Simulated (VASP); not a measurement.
# BiS2 (P1) in VASP: relaxation of cell and atoms with PBEsol

Aim: the relaxation of cell and atoms of BiS2 with PBEsol.

Everything below comes from runs of VASP 6.6.1. Logs are shortened: lines on timing, memory, paths and dates and some standing lists are left out, and cuts for length are marked.

**1. The cell of the first run**

The typed cell holds 6 atoms: a = 6.282 Å, b = 6.000 Å, c = 3.913 Å, α = 90.56°, β = 91.05°, γ = 89.61°.

**2. Relaxation of cell and atoms, PBEsol**

Input file INCAR:

```
PREC     = Accurate       # precision mode
ENCUT    = 600            # plane-wave cutoff, eV
EDIFF    = 1E-6           # SCF threshold, eV
ISMEAR   = -1             # smearing method
SIGMA    = 0.05           # smearing width, eV
LREAL    = False          # projectors in reciprocal space
LASPH    = True           # aspherical terms in the spheres
NELM     = 80             # most SCF steps
ALGO     = Normal         # electronic algorithm
ISIF     = 3              # what is computed and relaxed
LWAVE    = False          # write WAVECAR
LCHARG   = False          # write CHGCAR
GGA      = PS             # functional
IBRION   = 2              # ionic algorithm
NSW      = 100            # ionic steps
EDIFFG   = -0.01          # ionic threshold
```

Input file KPOINTS:

```
Automatic mesh
0
Gamma
  4 4 4
```

Input file POSCAR:

```
BiS2
1.0
    6.2821698365      0.0214535887     -0.0579933202
    0.0204995972      6.0003146362     -0.0295369498
   -0.0358009162     -0.0190825511      3.9130585401
Bi S
2 4
Direct
    0.4706885786      0.5262010211      0.5237444911
   -0.0064407097     -0.0014577130     -0.0049572155
    0.6956572382      0.0586436910      0.4834850530
    0.3221530300      0.9396969543      0.5396858514
    0.1879454724      0.4109088745     -0.0064745610
    0.8358660177      0.5562156293      0.0090769205
```

Potentials or basis: VASP PAW PBE potentials, release 64 (Bi_d, S).

Launch:

```console
cat potpaw_PBE.64/Bi_d/POTCAR potpaw_PBE.64/S/POTCAR > POTCAR
mpirun -np 1 vasp_std > vasp.out
```

OUTCAR:

```text
PREC = Accurate
   ENCUT = 600
   EDIFF = 1E-6
   ISMEAR = -1
   LREAL = False
   LASPH = True
   NELM = 80
   ISIF = 3
   GGA = PS
   IBRION = 2
   NSW = 100
   EDIFFG = -0.01

 ion  position               nearest neighbor table
   1  0.471  0.526  0.524-   4 2.65   5 2.68   5 2.79   6 2.96   6 3.09   3 3.14
   2  0.994  0.999  0.995-   3 2.72   3 2.74   5 2.77   4 2.77   6 2.84   4 2.96
   3  0.696  0.059  0.483-   4 2.47   2 2.72   2 2.74   1 3.14
   4  0.322  0.940  0.540-   3 2.47   1 2.65   2 2.77   2 2.96
   5  0.188  0.411  0.994-   6 2.37   1 2.68   2 2.77   1 2.79
   6  0.836  0.556  0.009-   5 2.37   2 2.84   1 2.96   1 3.09

  LATTYP: Found a triclinic cell.
 ALAT       =     7.1314172034
 B/A-ratio  =     0.8414067191
 C/A-ratio  =     1.0292776470
 COS(alpha) =     0.0006449897
 COS(beta)  =     0.2844497776
 COS(gamma) =     0.8360127753

  Lattice vectors:

 A1 = (   0.0153013190,  -5.9812320851,  -3.8835215903)
 A2 = (  -0.0204995972,  -6.0003146362,   0.0295369498)
 A3 = (  -6.2463689203,  -0.0023710376,  -3.8550652199)

Analysis of symmetry for initial positions (statically):
=====================================================================
 Subroutine PRICEL returns:
 Original cell was already a primitive cell.

 Routine SETGRP: Setting up the symmetry group for a
 triclinic supercell.

 Subroutine GETGRP returns: Found  1 space group operations
 (whereof  1 operations were pure point group operations)
 out of a pool of  2 trial point group operations.

The static configuration has the point symmetry C_1 .

Analysis of symmetry for dynamics (positions and initial velocities):
=====================================================================
 Subroutine PRICEL returns:
 Original cell was already a primitive cell.

 Routine SETGRP: Setting up the symmetry group for a
 triclinic supercell.

 Subroutine GETGRP returns: Found  1 space group operations
 (whereof  1 operations were pure point group operations)
 out of a pool of  2 trial point group operations.

The dynamic configuration has the point symmetry C_1 .

 Subroutine INISYM returns: Found  1 space group operations
 (whereof  1 operations are pure point group operations),
 and found     1 'primitive' translations

----------------------------------------------------------------------------------------

                                     Primitive cell

  volume of cell :     147.4851

  direct lattice vectors                    reciprocal lattice vectors
     6.282169836  0.021453589 -0.057993320     0.159195924 -0.000536723  0.001453880
     0.020499597  6.000314636 -0.029536950    -0.000561701  0.166663822  0.000807619
[... 110 lines left out ...]
   IALGO  =     38    algorithm
   IMIX   =      4    mixing-type and parameters
     AMIX     =   0.40;   BMIX     =  1.00
     AMIX_MAG =   1.60;   BMIX_MAG =  1.00
  volume/ion in A,a.u.               =      24.58       165.88
  Fermi-wavevector in a.u.,A,eV,Ry     =   1.171179  2.213208 18.662583  1.371661
  Thomas-Fermi vector in A             =   2.307627
   LORBIT       =      0    0 simple, 1 ext, 2 COOP (PROOUT), +10 PAW based schemes
   GGA     = PS    functional components
   LHFCALC =     F    Hartree Fock is set to
   AEXX    =    0.0000 exact exchange contribution
   IVDW    =     0    specifies the selected vdW correction
   LEPSILON=     F    determine dielectric tensor
   LRPA    =     F    only Hartree local field effects (RPA)
 conjugate gradient relaxation of ions
 non-spin polarized calculation
  energy-cutoff  :      600.00
  volume of cell :      147.49
 maximum number of plane-waves:      4938
   NGX = 25   NGY = 23   NGZ = 15

--------------------------------------- Ionic step        1  -------------------------------------------

 number of electron      54.0000004 magnetization

 Free energy of the ion-electron system (eV)
  ---------------------------------------------------
  ext. energy  EPLUGINS =         0.00000000
  ---------------------------------------------------
  free energy    TOTEN  =       -26.30331724 eV

  energy without entropy =      -26.27743611  energy(sigma->0) =      -26.29037668

------------------------ aborting loop because EDIFF is reached ----------------------------------------

  FORCE on cell =-STRESS in cart. coord.  units (eV):
  Direction    XX          YY          ZZ          XY          YZ          ZX
  --------------------------------------------------------------------------------------
  -------------------------------------------------------------------------------------
  Total       -0.4447984      0.4068419      0.2538117      0.4381886      0.0623857     -1.1503610
  in kB       -4.8319870      4.4196543      2.7572378      4.7601828      0.6777162    -12.4967398
  external PRESSURE =       0.7816350 kB  Pullay stress =       0.0000000 kB
[... 101 lines left out ...]
  FREE ENERGIE OF THE ION-ELECTRON SYSTEM (eV)
  ---------------------------------------------------
  free  energy   TOTEN  =       -26.4736179280 eV

  energy  without entropy=      -26.4487712956  energy(sigma->0) =      -26.46119461

 E-fermi :   5.8691     XC(G=0):  -9.9638

 val. band max:        5.8580061999   @ k =  -0.2500   0.2500   0.5000
 cond. band min:       5.8924346988   @ k =   0.2500  -0.0000  -0.0000
 fundamental gap:      0.0344284988
 Fermi energy:         5.8691369475

 k-point     1 :       0.0000    0.0000    0.0000
  band No.  band energies     occupation
      1     -17.3467      2.00000
      2     -17.3251      2.00000
      3     -17.3145      2.00000
      4     -17.2979      2.00000
      5     -17.2926      2.00000
      6     -17.2856      2.00000
[... 829 lines left out ...]
     31       8.7422      0.00000
     32       8.7912      0.00000

 [... further k-points ...]

[... ionic steps 4 to 51 ...]

--------------------------------------- Ionic step       52  -------------------------------------------

 number of electron      54.0000008 magnetization

------------------------ aborting loop because EDIFF is reached ----------------------------------------
[... 75 lines left out ...]
--------------------------------------- Ionic step       54  -------------------------------------------

 number of electron      54.0000008 magnetization

 Free energy of the ion-electron system (eV)
  ---------------------------------------------------
  ext. energy  EPLUGINS =         0.00000000
  ---------------------------------------------------
  free energy    TOTEN  =       -26.81667466 eV

  energy without entropy =      -26.80103392  energy(sigma->0) =      -26.80885429

 E-fermi :   6.2232     XC(G=0): -10.1223

 val. band max:        6.1904767558   @ k =  -0.2500   0.2500   0.0000
 cond. band min:       6.3192558113   @ k =  -0.2500   0.2500   0.5000
 fundamental gap:      0.1287790555
 Fermi energy:         6.2232271772

 k-point     1 :       0.0000    0.0000    0.0000
  band No.  band energies     occupation
      1     -16.9492      2.00000
      2     -16.9273      2.00000
      3     -16.9161      2.00000
      4     -16.9037      2.00000
      5     -16.8866      2.00000
      6     -16.8840      2.00000
[... 864 lines left out ...]
  FREE ENERGIE OF THE ION-ELECTRON SYSTEM (eV)
  ---------------------------------------------------
  free  energy   TOTEN  =       -26.8166746562 eV

  energy  without entropy=      -26.8010339245  energy(sigma->0) =      -26.80885429

 reached required accuracy - stopping structural energy minimisation
```

CONTCAR:

```text
BiS2
   1.00000000000000
     5.9311576354183400   -0.0028089241883765   -0.5609581802977085
    -0.0001312300305849    6.0290531568923349    0.0003951782031871
    -0.3431257947143908   -0.0011657238395081    3.9559537040384507
  Bi              S
     2     4
Direct
     0.5011995209317893    0.4988837156519689    0.5067699576694250
     0.0005369068962237    0.9983006063970932    0.0078426276272365
     0.6641247341161260    0.0686679589459309    0.4132070274054746
     0.3368141380061312    0.9282510428847176    0.6024529377395649
     0.1654956099569660    0.4276998851952984    0.9121828653714085
     0.8376987172927632    0.5684052481249884    0.1021051236868943

  0.00000000E+00  0.00000000E+00  0.00000000E+00
  0.00000000E+00  0.00000000E+00  0.00000000E+00
  0.00000000E+00  0.00000000E+00  0.00000000E+00
  0.00000000E+00  0.00000000E+00  0.00000000E+00
  0.00000000E+00  0.00000000E+00  0.00000000E+00
  0.00000000E+00  0.00000000E+00  0.00000000E+00
```

Run time: 50 min. Hardware: 1 thread of Intel Xeon 6975P-C (Granite Rapids), shared host; peak memory 0.39 GiB.

Results:

```yaml
Free_energy: -26.8167 eV
Relaxed_volume: 23.38 Å³/atom
Relaxed_cell: a = 5.958 Å, b = 6.029 Å, c = 3.971 Å, α = 90.01°, β = 100.36°, γ = 90.03°
Space_group_after_relaxing_to_0.1_Å: P2_1/c (No. 14)
Energy_gained_by_relaxing: 85.6 meV/atom
Ionic_steps: 54
Pressure_after_relaxing: 0.0 GPa
Largest_force_after_relaxing: 0.009 eV/Å
Band_gap_on_the_k_mesh: zero (bands 27 and 28 overlap by 2.35 eV)
```

Forces on the atoms (eV/Å):
```
Bi   0.001 -0.004  0.002
Bi   0.000  0.002  0.001
S    0.003 -0.002  0.001
S    0.000 -0.003 -0.003
S   -0.003  0.008  0.003
S   -0.002 -0.002 -0.003
```

The path:
```tsv
step	energy change (eV)	largest force (eV/Å)	pressure (GPa)	volume (Å³)
1	0.0000	1.2295	0.08	147.49
3	-0.1703	0.4110	-0.43	147.93
5	-0.2128	0.2789	0.41	145.86
7	-0.2282	0.1728	-0.68	147.33
9	-0.2433	0.1931	0.21	144.87
11	-0.2539	0.1074	-0.11	145.48
13	-0.2574	0.0707	0.26	144.99
15	-0.2603	0.0728	-0.23	146.11
17	-0.2689	0.2294	0.11	145.31
19	-0.2699	0.3018	0.24	145.01
21	-0.2742	0.3424	0.25	144.94
23	-0.2910	0.5093	0.21	144.56
25	-0.2919	0.5390	0.20	144.48
27	-0.3105	0.5419	-0.08	144.48
29	-0.3121	0.5378	-0.18	144.48
31	-0.3509	0.3988	0.01	144.00
33	-0.3824	0.3670	0.28	143.42
35	-0.4444	0.3271	-1.25	144.73
37	-0.4838	0.2157	0.35	140.39
39	-0.4966	0.1562	-0.09	140.72
41	-0.5069	0.1317	0.03	140.28
43	-0.5101	0.0554	-0.14	140.34
45	-0.5123	0.0352	0.15	139.75
47	-0.5128	0.0312	-0.06	140.18
49	-0.5132	0.0228	-0.01	140.15
51	-0.5132	0.0240	0.00	140.14
53	-0.5133	0.0113	0.04	140.11
54	-0.5134	0.0093	-0.03	140.30
```

Final structure:
```
Bi S
1.0
     5.93116   -0.00281   -0.56096
    -0.00013    6.02905    0.00040
    -0.34313   -0.00117    3.95595
Bi S
2 4
Direct
  0.50120 0.49888 0.50677
  0.00054 0.99830 0.00784
  0.66412 0.06867 0.41321
  0.33681 0.92825 0.60245
  0.16550 0.42770 0.91218
  0.83770 0.56841 0.10211
```

Caveat: the k points lie up to 0.40 Å⁻¹ apart in the final cell, too coarse for converged energies and pressures of a metal; the PAW data sets were made with another functional, which shifts forces and pressure a little; spin-orbit coupling is left out, which moves the levels of the heavy elements.
